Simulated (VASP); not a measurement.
Input of a VASP 6.6.1 run:

File INCAR:

```
ALGO = Normal
EDIFF = 1E-7
EDIFFG = -0.01
ENCUT = 500
GGA = PS
GGA_COMPAT = F
IBRION = 2
ISIF = 3
ISMEAR = 1
LASPH = T
LCHARG = F
LREAL = F
LWAVE = F
NELM = 120
NELMIN = 4
NSW = 80
PREC = Accurate
SIGMA = 0.05
```

Contents of KPOINTS:

```
k-points
0
Gamma
  9 9 9
```

Contents of POSCAR:

```
Ta
1.0
    0.0000000000      2.0800000000      2.0800000000
    2.0800000000      0.0000000000      2.0800000000
    2.0800000000      2.0800000000      0.0000000000
Ta
1
Direct
    0.0000000000      0.0000000000      0.0000000000
```

Potentials or basis: VASP PAW PBE potentials, release 64 (Ta_pv).

Command:

```sh
$ cat potpaw_PBE.64/Ta_pv/POTCAR > POTCAR
$ mpirun -np 1 vasp_std > vasp.out
```

Q: Predict the relaxed cell.

A: a = 2.955 Å, b = 2.955 Å, c = 2.955 Å, α = 60.00°, β = 60.00°, γ = 60.00°.

Q: Predict the band gap on the k mesh.

A: Zero (an odd number of electrons rules out a gap without spin polarisation).

Q: Estimate the relaxed volume.

A: 18.24 Å³/atom.

Q: Predict the space group after relaxing (to 0.1 Å).

A: Fm-3m (No. 225).

The path:
| step | energy change (eV) | largest force (eV/Å) | pressure (GPa) | volume (Å³) |
| --- | --- | --- | --- | --- |
| 1 | 0.0000 | 0.0000 | 3.01 | 18.00 |
| 2 | 0.0125 | 0.0000 | -7.03 | 18.89 |
| 3 | -0.0023 | 0.0000 | -0.03 | 18.24 |

Caveat: the PAW data sets were made with another functional, which shifts forces and pressure a little; spin-orbit coupling is left out, which moves the levels of the heavy elements.
